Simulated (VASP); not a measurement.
Here is a VASP 6.6.1 calculation.

The input INCAR:

```
  PREC = Accurate
  ENCUT = 520
  EDIFF = 1E-6
  ISMEAR = 0
  SIGMA = 0.1
  LREAL = False
  LASPH = True
  NELM = 60
  ALGO = Normal
  ISIF = 2
  LWAVE = False
  LCHARG = False
  GGA = PE
  NBANDS = 12
```

The input KPOINTS:

```
regular mesh
0
Gamma
  6 6 4
```

Contents of POSCAR:

```
As
1.0
    2.3951626600     -2.5919915900      0.0000000000
    2.3951626600      2.5919915900      0.0000000000
    0.0000000000      0.0000000000      3.7915983600
As
2
Direct
    0.2580798300      0.7419201700      0.5000000000
    0.7419201700      0.2580798300      0.5000000000
```

Potentials or basis: VASP PAW PBE potentials, release 64 (As).

Command:

```bash
$ cat potpaw_PBE.64/As/POTCAR > POTCAR
$ mpirun -np 1 vasp_std > vasp.out
```

Question: What does it give for the band gap on the k mesh?

Answer: Zero (band 5 reaches 4.78 eV, above the bottom of band 6 at 2.00 eV).

Question: Predict the pressure.

Answer: 7.5 GPa.

Question: What does it give for the largest force?

Answer: 0.325 eV/Å.

Forces in eV/Å, atoms in the order of the input:
```
As   0.000 -0.325  0.000
As   0.000  0.325  0.000
```

Caveat: the k points lie up to 0.41 Å⁻¹ apart; this functional lacks dispersion, which binds the layers, so the pressure and a relaxed spacing across them are unreliable.
